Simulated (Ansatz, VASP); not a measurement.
## One calculation of Sr2ZnB6W, two programs

```
CELL_PARAMETERS angstrom
0.00000 3.97333 3.97333
3.97333 0.00000 3.97333
3.97333 3.97333 0.00000
ATOMIC_POSITIONS crystal
Zn 0.50000 0.50000 0.50000
W 0.00000 0.00000 0.00000
B 0.72500 0.27500 0.27500
B 0.27500 0.72500 0.27500
B 0.27500 0.72500 0.72500
B 0.72500 0.27500 0.72500
B 0.27500 0.27500 0.72500
B 0.72500 0.72500 0.27500
Sr 0.25000 0.25000 0.25000
Sr 0.75000 0.75000 0.75000
```

Alike in both runs: task single point; functional PBE; k mesh 4 × 4 × 4; no spin polarisation.

|  | VASP | Ansatz |
| --- | --- | --- |
| version | VASP 6.6.1 | Ansatz 0.2.0 |
| potentials or method | VASP PAW PBE potentials, release 64 (Zn, W_sv, B, Sr_sv), cutoff 520 eV | PAW plane waves |
| occupations | fermi-dirac, width 0.1 eV | fermi-dirac |
| valence electrons in the cell | 64 | 64 |

|  | VASP | Ansatz | Ansatz less VASP |
| --- | --- | --- | --- |
| gap on the k mesh at the Fermi level (eV) | none | none | - |
| pressure (GPa) | 26.5 | 26.1 | -0.37 |
| rms of the force components (eV/Å) | 1.550 | 1.548 | -0.0021 |

Atom by atom the forces differ by 0.002 eV/Å (rms over components). A gap of «none» marks a metal or a gap that the smearing closes.

Spin-orbit coupling is off throughout.
